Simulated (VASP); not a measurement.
A run of VASP 6.6.1:

File POSCAR:

```
Al2Cu
1.0
   -3.0734190515      3.0734190515      2.4705892062
    3.0734190515     -3.0734190515      2.4705892062
    3.0734190515      3.0734190515     -2.4705892062
Cu Al
2 4
Direct
    0.2500000000      0.2500000000      0.0000000000
    0.7500000000      0.7500000000      0.0000000000
    0.3419000000      0.1581000000      0.5000000000
    0.8419000000      0.3419000000      0.1838000000
    0.6581000000      0.8419000000      0.5000000000
    0.1581000000      0.6581000000      0.8162000000
```

File INCAR.step1:

```
SYSTEM = Al2Cu
  ALGO = Normal
  EDIFF = 1E-4
  ENCUT = 520
  GGA = PE
  ISMEAR = -1
  LASPH = .TRUE.
  LCHARG = .FALSE.
  LREAL = .FALSE.
  LWAVE = .TRUE.
  NBANDS = 26
  NELM = 60
  PREC = Accurate
  SIGMA = 0.05
```

The input INCAR.step2:

```
SYSTEM = Al2Cu
  ALGO = Normal
  EDIFF = 1E-7
  ENCUT = 520
  ISIF = 2
  ISMEAR = -1
  ISTART = 1
  LASPH = .TRUE.
  LCHARG = .FALSE.
  LMIXTAU = .TRUE.
  LREAL = .FALSE.
  LWAVE = .FALSE.
  METAGGA = R2SCAN
  NBANDS = 26
  NELM = 60
  PREC = Accurate
  SIGMA = 0.05
```

The input KPOINTS:

```
k-points
0
G
  7 7 7
  0 0 0
```

Potentials or basis: VASP PAW PBE potentials, release 64 (Cu, Al).

Run with:

```bash
$ cat potpaw_PBE.64/Cu/POTCAR potpaw_PBE.64/Al/POTCAR > POTCAR
$ cp INCAR.step1 INCAR
$ mpirun -np 1 vasp_std > vasp.out
$ cp INCAR.step2 INCAR
$ mpirun -np 1 vasp_std > vasp.out
```

Hardware: 1 thread of Intel(R) Xeon(R) 6975P-C (Granite Rapids), on a shared host.

Q: Estimate the wall time of this run.

A: Run time: 5.4 min on 1 thread of Intel(R) Xeon(R) 6975P-C (Granite Rapids) (shared host), peak memory 0.3 GiB. Counts: k points 40.
